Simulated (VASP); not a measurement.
# NaMgBr3 (Pm-3m) in VASP: further runs

Runs on NaMgBr3. Level: PBE. Tasks: single point.

Everything below comes from runs of VASP 6.6.1. Logs are shortened: lines on timing, memory, paths and dates and some standing lists are left out, and cuts for length are marked.

## 1. The cell of the first run

Symmetry: Pm-3m, No. 221, cubic system. The conventional cell has a = 5.205 Å, b = 5.205 Å, c = 5.205 Å, α = 90.00°, β = 90.00°, γ = 90.00°. Na (site symmetry m-3m) has 12 Br at 3.68 Å and 8 Mg at 4.51 Å within 4.8 Å. Mg (site symmetry m-3m) has 6 Br at 2.60 Å within 3.4 Å. Br (site symmetry 4/mmm) has 2 Mg at 2.60 Å within 3.4 Å.

## 2. Single point, PBE (28.21 Å³/atom)

INCAR

```
SYSTEM = NaMgBr3
PREC = Accurate
ENCUT = 520
EDIFF = 1E-6
ISMEAR = 0
SIGMA = 0.01
LREAL = .FALSE.
LASPH = .TRUE.
NELM = 60
ALGO = Normal
ISIF = 2
LWAVE = .FALSE.
LCHARG = .TRUE.
GGA = PE
LELF = .TRUE.
LVHAR = .TRUE.
NBANDS = 23
```

KPOINTS

```
regular mesh
0
G
  4 4 4
  0 0 0
```

POSCAR

```
NaMgBr3
1.0
    5.2054745434      0.0000000000      0.0000000000
    0.0000000000      5.2054745434      0.0000000000
    0.0000000000      0.0000000000      5.2054745434
Na Mg Br
1 1 3
Direct
    0.0000000000      0.0000000000      0.0000000000
    0.5000000000      0.5000000000      0.5000000000
    0.5000000000      0.5000000000      0.0000000000
    0.5000000000      0.0000000000      0.5000000000
    0.0000000000      0.5000000000      0.5000000000
```

Potentials or basis: VASP PAW PBE potentials, release 64 (Na_pv, Mg, Br).

Launch:

```console
$ cat potpaw_PBE.64/Na_pv/POTCAR potpaw_PBE.64/Mg/POTCAR potpaw_PBE.64/Br/POTCAR > POTCAR
$ mpirun -np 1 vasp_std > vasp.out
```

OUTCAR:

```text
SYSTEM = NaMgBr3
   PREC = Accurate
   ENCUT = 520
   EDIFF = 1E-6
   ISMEAR = 0
   LREAL = .FALSE.
   LASPH = .TRUE.
   NELM = 60
   ISIF = 2
   GGA = PE

 ion  position               nearest neighbor table
   1  0.000  0.000  0.000-
   2  0.500  0.500  0.500-   3 2.60   4 2.60   5 2.60   3 2.60   4 2.60   5 2.60
   3  0.500  0.500  0.000-   2 2.60   2 2.60
   4  0.500  0.000  0.500-   2 2.60   2 2.60
   5  0.000  0.500  0.500-   2 2.60   2 2.60

  LATTYP: Found a simple cubic cell.
 ALAT       =     5.2054745434

  Lattice vectors:

 A1 = (   5.2054745434,   0.0000000000,   0.0000000000)
 A2 = (   0.0000000000,   5.2054745434,   0.0000000000)
 A3 = (   0.0000000000,   0.0000000000,   5.2054745434)

Analysis of symmetry for initial positions (statically):
=====================================================================
 Subroutine PRICEL returns:
 Original cell was already a primitive cell.

 Routine SETGRP: Setting up the symmetry group for a
 simple cubic supercell.

 Subroutine GETGRP returns: Found 48 space group operations
 (whereof 48 operations were pure point group operations)
 out of a pool of 48 trial point group operations.

The static configuration has the point symmetry O_h .

Analysis of symmetry for dynamics (positions and initial velocities):
=====================================================================
 Subroutine PRICEL returns:
 Original cell was already a primitive cell.

 Routine SETGRP: Setting up the symmetry group for a
 simple cubic supercell.

 Subroutine GETGRP returns: Found 48 space group operations
 (whereof 48 operations were pure point group operations)
 out of a pool of 48 trial point group operations.

The dynamic configuration has the point symmetry O_h .

 Subroutine INISYM returns: Found 48 space group operations
 (whereof 48 operations are pure point group operations),
 and found     1 'primitive' translations

----------------------------------------------------------------------------------------

                                     Primitive cell

  volume of cell :     141.0526

  direct lattice vectors                    reciprocal lattice vectors
     5.205474543  0.000000000  0.000000000     0.192105444  0.000000000  0.000000000
     0.000000000  5.205474543  0.000000000     0.000000000  0.192105444  0.000000000
[... 76 lines left out ...]
   EDIFF  = 0.1E-05   stopping-criterion for ELM
   LREAL  =      F    real-space projection
   EDIFFG = 0.1E-04   stopping-criterion for IOM
   NSW    =      0    number of steps for IOM
   IBRION =     -1    ionic relax: 0-MD 1-quasi-New 2-CG
   NFREE  =      0    steps in history (QN), initial steepest desc. (CG)
   ISIF   =      2    stress and relaxation
   ISYM   =      2    0-nonsym 1-usesym 2-fastsym
   POTIM  = 0.5000    time-step for ionic-motion
   TEBEG  =    0.0;   TEEND  =   0.0 temperature during run
   PSTRESS=    0.0 pullay stress
   NELECT =      30.0000    total number of electrons
   NUPDOWN=      -1.0000    fix difference up-down
   EMIN   =  10.00;   EMAX   =-10.00  energy-range for DOS
   EFERMI =   0.00;   METHOD = LEGACY
   ISMEAR =     0;   SIGMA  =   0.01  broadening in eV -4-tet -1-fermi 0-gaus
   EFERMI_NEDOS =   21; number of points for ismear=-14 and -15
   IALGO  =     38    algorithm
   IMIX   =      4    mixing-type and parameters
     AMIX     =   0.40;   BMIX     =  1.00
     AMIX_MAG =   1.60;   BMIX_MAG =  1.00
  volume/ion in A,a.u.               =      28.21       190.37
  Fermi-wavevector in a.u.,A,eV,Ry     =   0.977211  1.846661 12.992760  0.954941
  Thomas-Fermi vector in A             =   2.107890
   LORBIT       =      0    0 simple, 1 ext, 2 COOP (PROOUT), +10 PAW based schemes
   GGA     = PE    functional components
   LHFCALC =     F    Hartree Fock is set to
   AEXX    =    0.0000 exact exchange contribution
   IVDW    =     0    specifies the selected vdW correction
   LEPSILON=     F    determine dielectric tensor
   LRPA    =     F    only Hartree local field effects (RPA)
 non-spin polarized calculation
 Gauss-broadening in eV      SIGMA  =   0.01
  energy-cutoff  :      520.00
  volume of cell :      141.05
 maximum number of plane-waves:      3840
 NGX is ok and might be reduce to    40
   NGX = 19   NGY = 19   NGZ = 19

 number of electron      30.0000024 magnetization

 Free energy of the ion-electron system (eV)
  ---------------------------------------------------
  ext. energy  EPLUGINS =         0.00000000
  ---------------------------------------------------
  free energy    TOTEN  =       -14.56620497 eV

  energy without entropy =      -14.56620497  energy(sigma->0) =      -14.56620497

 E-fermi :   0.3652     XC(G=0):  -7.9287

 val. band max:        0.2559470650   @ k =   0.5000   0.5000   0.5000
 cond. band min:       3.2170439098   @ k =   0.0000   0.0000   0.0000
 fundamental gap:      2.9610968448
 Fermi energy:         0.3652198891

 k-point     1 :       0.0000    0.0000    0.0000
  band No.  band energies     occupation
      1     -23.2135      2.00000
      2     -23.2135      2.00000
      3     -23.2135      2.00000
      4     -13.7788      2.00000
      5     -12.8962      2.00000
      6     -12.8962      2.00000
[... 249 lines left out ...]
     22       9.2894      0.00000
     23      10.1724      0.00000

------------------------ aborting loop because EDIFF is reached ----------------------------------------

  FORCE on cell =-STRESS in cart. coord.  units (eV):
  Direction    XX          YY          ZZ          XY          YZ          ZX
  --------------------------------------------------------------------------------------
  -------------------------------------------------------------------------------------
  Total        1.5318991      1.5318991      1.5318991     -0.0000000     -0.0000000      0.0000000
  in kB       17.4004211     17.4004211     17.4004211     -0.0000000     -0.0000000      0.0000000
  external PRESSURE =      17.4004211 kB  Pullay stress =       0.0000000 kB

 VOLUME and BASIS-vectors are now :
 -----------------------------------------------------------------------------
  energy-cutoff  :      520.00
  volume of cell :      141.05
      direct lattice vectors                 reciprocal lattice vectors
     5.205474543  0.000000000  0.000000000     0.192105444  0.000000000  0.000000000
     0.000000000  5.205474543  0.000000000     0.000000000  0.192105444  0.000000000
     0.000000000  0.000000000  5.205474543     0.000000000  0.000000000  0.192105444

 POSITION                                       TOTAL-FORCE (eV/Angst)
 -----------------------------------------------------------------------------------
      0.00000      0.00000      0.00000         0.000000      0.000000      0.000000
      2.60274      2.60274      2.60274         0.000000      0.000000      0.000000
      2.60274      2.60274      0.00000         0.000000      0.000000      0.000000
      2.60274      0.00000      2.60274         0.000000      0.000000      0.000000
      0.00000      2.60274      2.60274         0.000000      0.000000      0.000000
 -----------------------------------------------------------------------------------
    total drift:                                0.000000     -0.000000     -0.000000

  FREE ENERGIE OF THE ION-ELECTRON SYSTEM (eV)
  ---------------------------------------------------
  free  energy   TOTEN  =       -14.5662049665 eV

  energy  without entropy=      -14.5662049665  energy(sigma->0) =      -14.56620497
```

Wall time 38 s (1 thread of Intel Xeon Platinum 8488C (Sapphire Rapids), shared host); peak memory 0.24 GiB.

What came out:

```
Free energy            : -14.5662 eV
Pressure               : 1.7 GPa
Band gap on the k mesh : 2.96 eV (least direct gap 3.53 eV)
```

Levels at points of the mesh, in eV from the valence-band top:
| k point | band 11 | band 12 | band 13 | band 14 | band 15 | band 16 | band 17 | band 18 | band 19 | band 20 |
| --- | --- | --- | --- | --- | --- | --- | --- | --- | --- | --- |
| (0.00, 0.00, 0.00) | -0.89 | -0.89 | -0.56 | -0.56 | -0.56 | 2.96 | 3.18 | 6.95 | 6.95 | 6.95 |
| (0.50, 0.00, 0.00) | -1.41 | -1.41 | -1.13 | -0.67 | -0.67 | 5.15 | 5.26 | 5.59 | 7.45 | 7.84 |
| (0.50, 0.50, 0.00) | -1.54 | -1.37 | -1.37 | -1.18 | -0.01 | 5.36 | 6.86 | 6.98 | 6.98 | 7.34 |
| (0.50, 0.50, 0.50) | -1.16 | -1.16 | 0.00 | 0.00 | 0.00 | 3.82 | 5.95 | 5.95 | 5.95 | 9.03 |

## 3. Single point, PBE (29.11 Å³/atom)

This run uses another cell than the first one, of 29.11 Å³/atom.

INCAR

```
SYSTEM = NaMgBr3
PREC = Accurate ; ENCUT = 520
EDIFF = 1E-6 ; ISMEAR = 0
SIGMA = 0.01 ; LREAL = .False.
LASPH = .True. ; NELM = 60
ALGO = Normal ; ISIF = 2
LWAVE = .False. ; LCHARG = .False.
GGA = PE ; NBANDS = 23
```

KPOINTS

```
Automatic mesh
0
Gamma
  4 4 4
  0 0 0
```

POSCAR: that of step 2 with these lines changed.

```diff
@@ -2,5 +2,5 @@
 1.0
-    5.2054745434      0.0000000000      0.0000000000
-    0.0000000000      5.2054745434      0.0000000000
-    0.0000000000      0.0000000000      5.2054745434
+    5.2602730392      0.0000000000      0.0000000000
+    0.0000000000      5.2602730392      0.0000000000
+    0.0000000000      0.0000000000      5.2602730392
 Na Mg Br
```

Potentials or basis: VASP PAW PBE potentials, release 64 (Na_pv, Mg, Br).

Launch:

```console
$ cat potpaw_PBE.64/Na_pv/POTCAR potpaw_PBE.64/Mg/POTCAR potpaw_PBE.64/Br/POTCAR > POTCAR
$ mpirun -np 1 vasp_std > vasp.out
```

Run time: 40 s. Hardware: 1 thread of Intel Xeon Platinum 8488C (Sapphire Rapids), shared host; peak memory 0.24 GiB.

The run converged. Its results:

```
Free energy            : -14.6011 eV
Pressure               : 0.8 GPa
Band gap on the k mesh : 2.85 eV (least direct gap 3.39 eV)
```

Levels at points of the mesh, in eV from the valence-band top:
```csv
k point,band 13,band 14,band 15,band 16,band 17,band 18
"(0.00, 0.00, 0.00)",-0.54,-0.54,-0.54,2.85,3.19,7.00
"(0.50, 0.00, 0.00)",-1.07,-0.64,-0.64,5.09,5.12,5.57
"(0.50, 0.50, 0.00)",-1.29,-1.15,-0.01,5.31,6.88,6.88
"(0.50, 0.50, 0.50)",0.00,0.00,0.00,3.86,5.90,5.90
```

## 4. Single point, PBE

This run uses another cell than the first one, of 30.01 Å³/atom.

INCAR

```
SYSTEM = NaMgBr3
ALGO = Normal
EDIFF = 1E-6
ENCUT = 520
GGA = PE
ISIF = 2
ISMEAR = 0
LASPH = .True.
LCHARG = .True.
LELF = .True.
LREAL = .False.
LVHAR = .True.
LWAVE = .False.
NBANDS = 23
NELM = 60
PREC = Accurate
SIGMA = 0.01
```

KPOINTS

```
k-points
0
Gamma
  4 4 4
  0 0 0
```

POSCAR: that of step 3 with these lines changed.

```diff
@@ -2,5 +2,5 @@
 1.0
-    5.2602730392      0.0000000000      0.0000000000
-    0.0000000000      5.2602730392      0.0000000000
-    0.0000000000      0.0000000000      5.2602730392
+    5.3139530023      0.0000000000      0.0000000000
+    0.0000000000      5.3139530023      0.0000000000
+    0.0000000000      0.0000000000      5.3139530023
 Na Mg Br
```

Potentials or basis: VASP PAW PBE potentials, release 64 (Na_pv, Mg, Br).

Launch:

```console
$ cat potpaw_PBE.64/Na_pv/POTCAR potpaw_PBE.64/Mg/POTCAR potpaw_PBE.64/Br/POTCAR > POTCAR
$ mpirun -np 1 vasp_std > vasp.out
```

OUTCAR:

```text
SYSTEM = NaMgBr3
   EDIFF = 1E-6
   ENCUT = 520
   GGA = PE
   ISIF = 2
   ISMEAR = 0
   LASPH = .True.
   LREAL = .False.
   NELM = 60
   PREC = Accurate

 ion  position               nearest neighbor table
   1  0.000  0.000  0.000-
   2  0.500  0.500  0.500-   3 2.66   4 2.66   5 2.66   3 2.66   4 2.66   5 2.66
   3  0.500  0.500  0.000-   2 2.66   2 2.66
   4  0.500  0.000  0.500-   2 2.66   2 2.66
   5  0.000  0.500  0.500-   2 2.66   2 2.66

  LATTYP: Found a simple cubic cell.
 ALAT       =     5.3139530023

  Lattice vectors:

 A1 = (   5.3139530023,   0.0000000000,   0.0000000000)
 A2 = (   0.0000000000,   5.3139530023,   0.0000000000)
 A3 = (   0.0000000000,   0.0000000000,   5.3139530023)

Analysis of symmetry for initial positions (statically):
=====================================================================
 Subroutine PRICEL returns:
 Original cell was already a primitive cell.

 Routine SETGRP: Setting up the symmetry group for a
 simple cubic supercell.

[... 157 lines left out ...]

 E-fermi :  -0.0305     XC(G=0):  -7.6815

 val. band max:       -0.1546736451   @ k =   0.5000   0.5000   0.5000
 cond. band min:       2.5749702143   @ k =   0.0000   0.0000   0.0000
 fundamental gap:      2.7296438594
 Fermi energy:        -0.0304755023

 k-point     1 :       0.0000    0.0000    0.0000
  band No.  band energies     occupation
      1     -23.6778      2.00000
      2     -23.6778      2.00000
      3     -23.6778      2.00000
      4     -13.9504      2.00000
      5     -13.1985      2.00000
      6     -13.1985      2.00000
[... 249 lines left out ...]
     22       8.6294      0.00000
     23       9.4611      0.00000

------------------------ aborting loop because EDIFF is reached ----------------------------------------

  FORCE on cell =-STRESS in cart. coord.  units (eV):
  Direction    XX          YY          ZZ          XY          YZ          ZX
  --------------------------------------------------------------------------------------
  -------------------------------------------------------------------------------------
  Total       -0.0718517     -0.0718517     -0.0718517      0.0000000     -0.0000000     -0.0000000
  in kB       -0.7671754     -0.7671754     -0.7671754      0.0000000     -0.0000000     -0.0000000
  external PRESSURE =      -0.7671754 kB  Pullay stress =       0.0000000 kB

 VOLUME and BASIS-vectors are now :
 -----------------------------------------------------------------------------
  energy-cutoff  :      520.00
  volume of cell :      150.06
      direct lattice vectors                 reciprocal lattice vectors
     5.313953002  0.000000000  0.000000000     0.188183825  0.000000000  0.000000000
     0.000000000  5.313953002  0.000000000     0.000000000  0.188183825  0.000000000
     0.000000000  0.000000000  5.313953002     0.000000000  0.000000000  0.188183825

 POSITION                                       TOTAL-FORCE (eV/Angst)
 -----------------------------------------------------------------------------------
      0.00000      0.00000      0.00000         0.000000      0.000000      0.000000
      2.65698      2.65698      2.65698         0.000000      0.000000      0.000000
      2.65698      2.65698      0.00000         0.000000      0.000000      0.000000
      2.65698      0.00000      2.65698         0.000000      0.000000      0.000000
      0.00000      2.65698      2.65698         0.000000      0.000000      0.000000
 -----------------------------------------------------------------------------------
    total drift:                                0.000000     -0.000000     -0.000000

  FREE ENERGIE OF THE ION-ELECTRON SYSTEM (eV)
  ---------------------------------------------------
  free  energy   TOTEN  =       -14.6104325219 eV

  energy  without entropy=      -14.6104325219  energy(sigma->0) =      -14.61043252
```

OSZICAR:

```text
N       E                     dE             d eps       ncg     rms          rms(c)
DAV:   1     0.220631341339E+03    0.22063E+03   -0.12370E+04   468   0.111E+03
DAV:   2     0.783440701961E+01   -0.21280E+03   -0.20087E+03   546   0.248E+02
DAV:   3    -0.147344828914E+02   -0.22569E+02   -0.22415E+02   572   0.859E+01
DAV:   4    -0.152160410617E+02   -0.48156E+00   -0.48076E+00   579   0.146E+01
DAV:   5    -0.152252448287E+02   -0.92038E-02   -0.92026E-02   545   0.200E+00    0.369E+00
DAV:   6    -0.147223135953E+02    0.50293E+00   -0.63985E-01   573   0.336E+00    0.224E+00
DAV:   7    -0.146140215919E+02    0.10829E+00   -0.33211E-01   567   0.249E+00    0.109E+00
DAV:   8    -0.146104720756E+02    0.35495E-02   -0.20563E-02   481   0.952E-01    0.222E-01
DAV:   9    -0.146103973890E+02    0.74687E-04   -0.40416E-04   680   0.129E-01    0.116E-01
DAV:  10    -0.146104414252E+02   -0.44036E-04   -0.99627E-04   495   0.185E-01    0.332E-02
DAV:  11    -0.146104309289E+02    0.10496E-04   -0.47857E-05   544   0.427E-02    0.627E-03
DAV:  12    -0.146104324339E+02   -0.15050E-05   -0.34177E-06   530   0.127E-02    0.206E-03
DAV:  13    -0.146104325219E+02   -0.87983E-07   -0.20521E-07   356   0.240E-03
   1 F= -.14610433E+02 E0= -.14610433E+02  d E =-.270188E-70
```

stdout:

```text
POSCAR found type information on POSCAR NaMgBr
 POSCAR found :  3 types and       5 ions
 scaLAPACK will be used
 LDA part: xc-table for (Slater+PW92), standard interpolation
 POSCAR, INCAR and KPOINTS ok, starting setup
 FFT: planning ... GRIDC
 FFT: planning ... GRID_SOFT
 FFT: planning ... GRID
 WAVECAR not read
 entering main loop
```

It took 38 s on 1 thread of Intel Xeon Platinum 8488C (Sapphire Rapids), shared host; peak memory 0.25 GiB.

Results:

```yaml
Free_energy: -14.6104 eV
Pressure: -0.1 GPa
Band_gap_on_the_k_mesh: 2.73 eV (least direct gap 3.25 eV)
```

Levels at points of the mesh, in eV from the valence-band top:
```tsv
k point	band 11	band 12	band 13	band 14	band 15	band 16	band 17	band 18	band 19	band 20
(0.00, 0.00, 0.00)	-0.79	-0.79	-0.52	-0.52	-0.52	2.73	3.21	7.05	7.05	7.05
(0.50, 0.00, 0.00)	-1.26	-1.26	-1.01	-0.62	-0.62	4.97	5.03	5.57	7.54	7.76
(0.50, 0.50, 0.00)	-1.38	-1.22	-1.22	-1.11	-0.01	5.25	6.77	6.77	6.89	6.93
(0.50, 0.50, 0.50)	-1.10	-1.10	0.00	0.00	0.00	3.89	5.84	5.84	5.84	8.78
```

(Continued in part 2 of 2.)
